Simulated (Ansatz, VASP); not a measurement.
## One calculation of Al2O, two programs

```
Al O
1.0
     0.00000    2.76966    3.98375
     2.14630    0.00000    3.98375
     2.14630    2.76966    0.00000
Al O
2 1
Cartesian
  1.0731 1.3848 3.9838
  1.0731 1.3848 0.0000
  0.0000 0.0000 0.0000
```

Alike in both runs: task relaxation of cell and atoms; functional PBE; k mesh 6 × 6 × 6; occupations gaussian, width 0.1 eV; no spin polarisation.

```csv
,VASP,Ansatz
version,VASP 6.6.1,Ansatz 0.2.0
potentials or method,"VASP PAW PBE potentials, release 64 (Al, O), cutoff 600 eV","scalar-relativistic, plane waves, PAW"
valence electrons in the cell,12,12
```

|  | VASP | Ansatz | Ansatz less VASP |
| --- | --- | --- | --- |
| gap on the k mesh at the Fermi level, each at its own relaxed structure (eV) | none | none | - |
| relaxed volume (Å³/atom) | 15.43 | 15.48 | +0.051 |
| relaxed cell length with the largest relative difference (Å) | 4.303 | 4.312 | +0.0092 |

A gap of «none» marks a metal or a gap that the smearing closes.
